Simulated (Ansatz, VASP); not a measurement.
Two plane-wave programs on AgO

```
Ag O
1.0
     0.00000    2.46820    2.52840
     2.46820    0.00000    2.52840
     2.46820    2.46820    0.00000
Ag O
1 1
Cartesian
  0.0000 0.0000 0.0000
  3.7023 3.7023 3.7926
```

Change from the starting cell: strain +0.025 along x and y, +0.050 along z, atoms carried along.

Alike in both runs: task single point; functional PBEsol; k mesh 18 × 18 × 18; occupations gaussian, width 0.15 eV; no spin polarisation.

|  | VASP | Ansatz |
| --- | --- | --- |
| version | VASP 6.6.1 | Ansatz 0.2.0 |
| potentials or method | VASP PAW PBE potentials, release 64 (Ag, O), cutoff 520 eV | scalar-relativistic, plane waves, PAW |
| valence electrons in the cell | 17 | 25 |

VASP gave:

```
gap on the k mesh at the Fermi level (eV)                     : none
pressure (GPa)                                                : -1.8
traceless stress, the component that is largest in VASP (GPa) : 0.08
```

Task: Which values does Ansatz return?

Result: gap on the k mesh at the Fermi level (eV): none; pressure (GPa): -1.7; traceless stress, the component that is largest in VASP (GPa): 0.08.

VASP's potentials were made for PBE, not for PBEsol. A gap of «none» marks a metal or a gap that the smearing closes. VASP's potentials hold 17 valence electrons a cell and Ansatz's 25, so a difference there can come from the potentials and not from the codes.
